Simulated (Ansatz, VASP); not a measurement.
**Hf5C3: VASP beside Ansatz**

The input INCAR:

```
SYSTEM = Hf5C3
ALGO = Normal ; EDIFF = 1E-6
EDIFFG = -0.08 ; ENCUT = 600
GGA = PE ; IBRION = 2
ISIF = 3 ; ISMEAR = 0
LASPH = .TRUE. ; LCHARG = .FALSE.
LREAL = .FALSE. ; LWAVE = .FALSE.
NELM = 100 ; NSW = 36
PREC = Accurate ; SIGMA = 0.2
```

KPOINTS

```
k-points
0
G
  4 4 4
  0 0 0
```

File POSCAR:

```
Hf5C3
1.0
   -3.1986007900      3.1986007900      3.1986007900
    3.1986007900     -3.1986007900      3.1986007900
    3.1986007900      3.1986007900     -3.1986007900
Hf C
5 3
Direct
    0.0000000000      0.0000000000      0.0000000000
    0.4689137300      0.4689137300      0.4689137300
    0.0000000000      0.0000000000      0.5310862700
    0.0000000000      0.5310862700      0.0000000000
    0.5310862700      0.0000000000      0.0000000000
    0.0000000000      0.5000000000      0.5000000000
    0.5000000000      0.0000000000      0.5000000000
    0.5000000000      0.5000000000      0.0000000000
```

Input for Ansatz:

```yaml
crystal:
  lattice:
    - [-3.19860079, 3.19860079, 3.19860079]
    - [3.19860079, -3.19860079, 3.19860079]
    - [3.19860079, 3.19860079, -3.19860079]
  atoms:
    - { symbol: Hf, position: [0.0, 0.0, 0.0] }
    - { symbol: Hf, position: [0.46891373, 0.46891373, 0.46891373] }
    - { symbol: Hf, position: [0.0, 0.0, 0.53108627] }
    - { symbol: Hf, position: [0.0, 0.53108627, 0.0] }
    - { symbol: Hf, position: [0.53108627, 0.0, 0.0] }
    - { symbol: C, position: [0.0, 0.5, 0.5] }
    - { symbol: C, position: [0.5, 0.0, 0.5] }
    - { symbol: C, position: [0.5, 0.5, 0.0] }
basis:
  ecutwfc: 420
kpoints:
  mp_grid: { grid: [4, 4, 4] }
hamiltonian:
  xc: pbe
scf:
  occupations: { method: gaussian, width: 0.2 }
  lower_state_search: "off"
output:
  forces: true
  stress: true
  eigenvalues: true
relax:
  adjacent_minimum: "off"
  f_tol: 0.08
  max_steps: 16
  cell: { stress_tol: 0.8 }
```

Alike in both runs: task relaxation of cell and atoms; functional PBE; k mesh 4 × 4 × 4; occupations gaussian, width 0.2 eV; no spin polarisation.

|  | VASP | Ansatz |
| --- | --- | --- |
| version | VASP 6.6.1 | Ansatz 0.2.0 |
| potentials or method | VASP PAW PBE potentials, release 64 (Hf_pv, C), cutoff 600 eV | scalar-relativistic, plane waves, PAW |
| valence electrons in the cell | 62 | 142 |

VASP gave:

| Item | Value |
| --- | --- |
| gap on the k mesh at the Fermi level, each at its own relaxed structure (eV) | none |
| relaxed volume (Å³/atom) | 14.42 |
| relaxed cell length with the largest relative difference (Å) | 5.312 |

Problem. What did Ansatz give for the same quantities?

Solution. gap on the k mesh at the Fermi level, each at its own relaxed structure (eV): none; relaxed volume (Å³/atom): 14.60; relaxed cell length with the largest relative difference (Å): 5.334.

A gap of «none» marks a metal or a gap that the smearing closes. VASP's potentials hold 62 valence electrons a cell and Ansatz's 142, so a difference there can come from the potentials and not from the codes.

Spin-orbit coupling is off throughout.
